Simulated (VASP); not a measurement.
# Ta (Im-3m) in VASP: notebook, part 3 of 3

VASP 6.6.1. The steps go on from the part before.

## 5. Single point, PBE (volume scaled by 0.99)

The input, INCAR:

```
SYSTEM = Ta
PREC = Accurate ; ENCUT = 520
EDIFF = 1E-6 ; ISMEAR = -1
SIGMA = 0.08 ; LREAL = .False.
LASPH = .True. ; NELM = 60
ALGO = Normal ; ISIF = 2
LWAVE = .False. ; LCHARG = .True.
GGA = PE ; LELF = .True.
LVHAR = .True. ; NBANDS = 12
```

The input, KPOINTS:

```
regular mesh
0
Gamma
  17 17 17
  0 0 0
```

The input, POSCAR:

```
Ta
1.0
   -1.6457572832      1.6457572832      1.6457572832
    1.6457572832     -1.6457572832      1.6457572832
    1.6457572832      1.6457572832     -1.6457572832
Ta
1
Direct
    0.0000000000      0.0000000000      0.0000000000
```

Potentials or basis: VASP PAW PBE potentials, release 64 (Ta_pv).

Run with:

```bash
$ cat potpaw_PBE.64/Ta_pv/POTCAR > POTCAR
$ mpirun -np 1 vasp_std > vasp.out
```

OUTCAR:

```text
SYSTEM = Ta
   PREC = Accurate
   ENCUT = 520
   EDIFF = 1E-6
   ISMEAR = -1
   LREAL = .False.
   LASPH = .True.
   NELM = 60
   ISIF = 2
   GGA = PE

 ion  position               nearest neighbor table
   1  0.000  0.000  0.000-

  LATTYP: Found a body centered cubic cell.
 ALAT       =     3.2915145664

  Lattice vectors:

 A1 = (  -1.6457572832,   1.6457572832,   1.6457572832)
 A2 = (   1.6457572832,  -1.6457572832,   1.6457572832)
 A3 = (   1.6457572832,   1.6457572832,  -1.6457572832)

Analysis of symmetry for initial positions (statically):
=====================================================================
 Subroutine PRICEL returns:
 Original cell was already a primitive cell.

 Routine SETGRP: Setting up the symmetry group for a
 body centered cubic supercell.

 Subroutine GETGRP returns: Found 48 space group operations
[... 9 lines left out ...]

 Routine SETGRP: Setting up the symmetry group for a
 body centered cubic supercell.

 Subroutine GETGRP returns: Found 48 space group operations
[... 11 lines left out ...]
                                     Primitive cell

  volume of cell :      17.8302

  direct lattice vectors                    reciprocal lattice vectors
    -1.645757283  1.645757283  1.645757283     0.000000000  0.303811507  0.303811507
     1.645757283 -1.645757283  1.645757283     0.303811507  0.000000000  0.303811507
     1.645757283  1.645757283 -1.645757283     0.303811507  0.303811507  0.000000000

  length of vectors
     2.850535231  2.850535231  2.850535231     0.429654353  0.429654353  0.429654353

  position of ions in fractional coordinates (direct lattice)
     0.000000000  0.000000000  0.000000000

  ion indices of the primitive-cell ions
   primitive index   ion index
                 1           1

----------------------------------------------------------------------------------------

 KPOINTS: regular mesh

Automatic generation of k-mesh.
 Grid dimensions read from file:
 generate k-points for:   17   17   17

 Generating k-lattice:

  Cartesian coordinates                     Fractional coordinates (reciprocal lattice)
     0.000000000  0.017871265  0.017871265     0.058823529  0.000000000  0.000000000
     0.017871265  0.000000000  0.017871265     0.000000000  0.058823529  0.000000000
     0.017871265  0.017871265  0.000000000     0.000000000  0.000000000  0.058823529

  Length of vectors
     0.025273785  0.025273785  0.025273785

  Shift w.r.t. Gamma in fractional coordinates (k-lattice)
     0.000000000  0.000000000  0.000000000

 Subroutine IBZKPT returns following result:
 ===========================================

 Found    165 irreducible k-points:

 Following reciprocal coordinates:
            Coordinates               Weight
  0.000000  0.000000  0.000000      1.000000
  0.058824  0.000000  0.000000     12.000000
  0.117647  0.000000  0.000000     12.000000
  0.176471  0.000000  0.000000     12.000000
  0.235294  0.000000  0.000000     12.000000
  0.294118  0.000000  0.000000     12.000000
[... 16 lines left out ...]
  0.411765  0.117647  0.000000     48.000000
  0.176471  0.176471  0.000000     24.000000
 [... further k-points ...]
   k-points           NKPTS =    165   k-points in BZ     NKDIM =    165   number of bands    NBANDS=     12
   number of dos      NEDOS =    301   number of ions     NIONS =      1
   total plane-waves  NPLWV =  13824
   dimension x,y,z NGX =    24 NGY =   24 NGZ =   24
   dimension x,y,z NGXF=    48 NGYF=   48 NGZF=   48
   ions per type =               1
   NGX,Y,Z   is equivalent  to a cutoff of  14.00, 14.00, 14.00 a.u.
   NGXF,Y,Z  is equivalent  to a cutoff of  27.99, 27.99, 27.99 a.u.
 SYSTEM =  Ta
   PREC   = accura    normal or accurate (medium, high low for compatibility)
   ISTART =      0    job   : 0-new  1-cont  2-samecut
   ICHARG =      2    charge: 1-file 2-atom 10-const
   ISPIN  =      1    spin polarized calculation?
   LNONCOLLINEAR =      F non collinear calculations
   LSORBIT =      F    spin-orbit coupling
   LASPH  =      T    aspherical Exc in radial PAW
   ENCUT  =  520.0 eV  38.22 Ry    6.18 a.u.   5.30  5.30  5.30*2*pi/ulx,y,z
   NELM   =     60;   NELMIN=  2; NELMDL= -5     # of ELM steps
   EDIFF  = 0.1E-05   stopping-criterion for ELM
   LREAL  =      F    real-space projection
   EDIFFG = 0.1E-04   stopping-criterion for IOM
   NSW    =      0    number of steps for IOM
   IBRION =     -1    ionic relax: 0-MD 1-quasi-New 2-CG
   NFREE  =      0    steps in history (QN), initial steepest desc. (CG)
   ISIF   =      2    stress and relaxation
   ISYM   =      2    0-nonsym 1-usesym 2-fastsym
   POTIM  = 0.5000    time-step for ionic-motion
   TEBEG  =    0.0;   TEEND  =   0.0 temperature during run
   PSTRESS=    0.0 pullay stress
   NELECT =      11.0000    total number of electrons
   NUPDOWN=      -1.0000    fix difference up-down
   EMIN   =  10.00;   EMAX   =-10.00  energy-range for DOS
   EFERMI =   0.00;   METHOD = LEGACY
   ISMEAR =    -1;   SIGMA  =   0.08  broadening in eV -4-tet -1-fermi 0-gaus
   EFERMI_NEDOS =   21; number of points for ismear=-14 and -15
   IALGO  =     38    algorithm
   IMIX   =      4    mixing-type and parameters
     AMIX     =   0.40;   BMIX     =  1.00
     AMIX_MAG =   1.60;   BMIX_MAG =  1.00
  volume/ion in A,a.u.               =      17.83       120.32
  Fermi-wavevector in a.u.,A,eV,Ry     =   1.393649  2.633614 26.426002  1.942256
  Thomas-Fermi vector in A             =   2.517274
   LORBIT       =      0    0 simple, 1 ext, 2 COOP (PROOUT), +10 PAW based schemes
   GGA     = PE    functional components
   LHFCALC =     F    Hartree Fock is set to
   AEXX    =    0.0000 exact exchange contribution
   IVDW    =     0    specifies the selected vdW correction
   LEPSILON=     F    determine dielectric tensor
   LRPA    =     F    only Hartree local field effects (RPA)
 non-spin polarized calculation
  energy-cutoff  :      520.00
  volume of cell :       17.83
 maximum number of plane-waves:       491
 NGX is ok and might be reduce to    24
   NGX = 11   NGY = 11   NGZ = 11

 number of electron      11.0000002 magnetization

 Free energy of the ion-electron system (eV)
  ---------------------------------------------------
  ext. energy  EPLUGINS =         0.00000000
  ---------------------------------------------------
  free energy    TOTEN  =       -11.81943454 eV

  energy without entropy =      -11.79224456  energy(sigma->0) =      -11.80583955

 E-fermi :   5.5716     XC(G=0): -12.6698

 val. band max:        5.5603432298   @ k =  -0.4706  -0.4706   0.1765
 cond. band min:       5.5892171739   @ k =   0.1765   0.0588   0.0000
 fundamental gap:      0.0288739441
 Fermi energy:         5.5716283340

 k-point     1 :       0.0000    0.0000    0.0000
  band No.  band energies     occupation
      1     -27.4611      2.00000
      2     -27.4611      2.00000
      3     -27.4611      2.00000
      4      -2.3866      2.00000
      5       6.3043      0.00021
      6       6.3043      0.00021
      7       6.3043      0.00021
      8       9.6134      0.00000
      9       9.6134      0.00000
     10      20.3027      0.00000
     11      20.6271      0.00000
     12      20.6271      0.00000

 k-point     2 :       0.0588    0.0000    0.0000
  band No.  band energies     occupation
      1     -27.5058      2.00000
      2     -27.4748      2.00000
      3     -27.4613      2.00000
      4      -2.2295      2.00000
      5       6.2014      0.00076
      6       6.2749      0.00030
      7       6.4579      0.00003
      8       9.4443      0.00000
      9       9.6132      0.00000
     10      20.3027      0.00000
     11      20.7701      0.00000
     12      20.9022      0.00000

 k-point     3 :       0.1176    0.0000    0.0000
  band No.  band energies     occupation
      1     -27.6324      2.00000
      2     -27.5139      2.00000
      3     -27.4621      2.00000
      4      -1.7768      2.00000
      5       5.9209      0.02508
      6       6.1478      0.00149
      7       6.9137      0.00000
      8       9.1075      0.00000
      9       9.6229      0.00000
     10      20.3022      0.00000
     11      21.1211      0.00000
     12      21.6967      0.00000
[... 286 lines left out ...]
 k-point    23 :       0.4118    0.1176    0.0000
  band No.  band energies     occupation
      1     -28.6143      2.00000
      2     -27.9020      2.00000
      3     -27.5278      2.00000
      4       1.5961      2.00000
      5       4.0949      2.00000
      6       6.3905      0.00007
      7       9.3335      0.00000
      8      10.7739      0.00000
      9      13.9289      0.00000
     10      16.8585      0.00000
     11      18.5466      0.00000
     12      20.3105      0.00000

 k-point    24 :       0.1765    0.1765    0.0000
  band No.  band energies     occupation
      1     -28.2460      2.00000
      2     -27.7212      2.00000
      3     -27.5423      2.00000
      4       0.9006      2.00000
      5       4.6920      1.99997
      6       4.9694      1.99892
      7       8.6371      0.00000
      8      10.3143      0.00000
      9      10.4726      0.00000
     10      20.2226      0.00000
     11      20.4086      0.00000
     12      22.4412      0.00000

 [... further k-points ...]
[... 5 lines left out ...]
  --------------------------------------------------------------------------------------
  -------------------------------------------------------------------------------------
  Total        0.5988732      0.5988732      0.5988732      0.0000000     -0.0000000      0.0000000
  in kB       53.8131083     53.8131083     53.8131083      0.0000000     -0.0000000      0.0000000
  external PRESSURE =      53.8131083 kB  Pullay stress =       0.0000000 kB

 VOLUME and BASIS-vectors are now :
 -----------------------------------------------------------------------------
  energy-cutoff  :      520.00
  volume of cell :       17.83
      direct lattice vectors                 reciprocal lattice vectors
    -1.645757283  1.645757283  1.645757283     0.000000000  0.303811507  0.303811507
     1.645757283 -1.645757283  1.645757283     0.303811507  0.000000000  0.303811507
     1.645757283  1.645757283 -1.645757283     0.303811507  0.303811507  0.000000000

 POSITION                                       TOTAL-FORCE (eV/Angst)
 -----------------------------------------------------------------------------------
      0.00000      0.00000      0.00000         0.000000      0.000000      0.000000
 -----------------------------------------------------------------------------------
    total drift:                               -0.000000      0.000000      0.000000

  FREE ENERGIE OF THE ION-ELECTRON SYSTEM (eV)
  ---------------------------------------------------
  free  energy   TOTEN  =       -11.8194345357 eV

  energy  without entropy=      -11.7922445558  energy(sigma->0) =      -11.80583955
```

Run time: 69 s. Hardware: 1 thread of AMD EPYC 7R13, shared host; peak memory 0.13 GiB.

What came out:

| Item | Value |
| --- | --- |
| Free energy | -11.8194 eV |
| Pressure | 5.4 GPa |

Levels at points of the mesh, in eV from the Fermi level:
| k point | band 2 | band 3 | band 4 | band 5 | band 6 | band 7 | band 8 | band 9 | band 10 | band 11 |
| --- | --- | --- | --- | --- | --- | --- | --- | --- | --- | --- |
| (0.00, 0.00, 0.00) | -33.03 | -33.03 | -7.96 | 0.73 | 0.73 | 0.73 | 4.04 | 4.04 | 14.73 | 15.06 |

Caveat: spin-orbit coupling is left out, which moves the levels of the heavy elements.

## 6. Single point, PBE (volume scaled by 1.01)

The input, INCAR:

```
SYSTEM = Ta
PREC     = Accurate       ! precision mode
ENCUT    = 520            ! plane-wave cutoff, eV
EDIFF    = 1E-6           ! SCF threshold, eV
ISMEAR   = -1             ! smearing method
SIGMA    = 0.08           ! smearing width, eV
LREAL    = .FALSE.        ! projectors in reciprocal space
LASPH    = .TRUE.         ! aspherical terms in the spheres
NELM     = 60             ! most SCF steps
ALGO     = Normal         ! electronic algorithm
ISIF     = 2              ! what is computed and relaxed
LWAVE    = .FALSE.        ! write WAVECAR
LCHARG   = .FALSE.        ! write CHGCAR
GGA      = PE             ! functional
NBANDS   = 12             ! bands
```

The input, KPOINTS:

```
Automatic mesh
0
G
  17 17 17
  0 0 0
```

The input, POSCAR:

```
Ta
1.0
   -1.6567660204      1.6567660204      1.6567660204
    1.6567660204     -1.6567660204      1.6567660204
    1.6567660204      1.6567660204     -1.6567660204
Ta
1
Direct
    0.0000000000      0.0000000000      0.0000000000
```

Potentials or basis: VASP PAW PBE potentials, release 64 (Ta_pv).

Run with:

```bash
$ cat potpaw_PBE.64/Ta_pv/POTCAR > POTCAR
$ mpirun -np 1 vasp_std > vasp.out
```

Run time: 65 s. Hardware: 1 thread of AMD EPYC 7R13, shared host; peak memory 0.13 GiB.

The run converged. Its results:

```
Free energy : -11.8269 eV
Pressure    : 1.2 GPa
```

Levels at points of the mesh, in eV from the Fermi level:
| k point | band 3 | band 4 | band 5 | band 6 | band 7 | band 8 | band 9 | band 10 |
| --- | --- | --- | --- | --- | --- | --- | --- | --- |
| (0.00, 0.00, 0.00) | -33.12 | -7.89 | 0.73 | 0.73 | 0.73 | 3.97 | 3.97 | 14.66 |

Caveat: spin-orbit coupling is left out, which moves the levels of the heavy elements.

## 7. The runs side by side

| cell | gap on the mesh (eV) | pressure (GPa) |
| --- | --- | --- |
| a = 2.831 Å, angles 109.5°, 1 atom | none | 10.0 |
| a = 2.821 Å, angles 109.5°, 1 atom | none | 12.5 |
| a = 2.841 Å, angles 109.5°, 1 atom | none | 7.6 |
| a = 2.851 Å, angles 109.5°, 1 atom | none | 5.4 |
| a = 2.870 Å, angles 109.5°, 1 atom | none | 1.2 |

Alike in all rows: task single point; level PBE; potentials or basis VASP PAW PBE potentials, release 64 (Ta_pv); no spin polarisation; k mesh 17 × 17 × 17; cutoff (eV) 520; smearing fermi-dirac 0.08 eV.

Caveats: spin-orbit coupling is left out, which moves the levels of the heavy elements.

Total energies depend on the potentials used, so only differences within one code and one set of settings carry meaning.
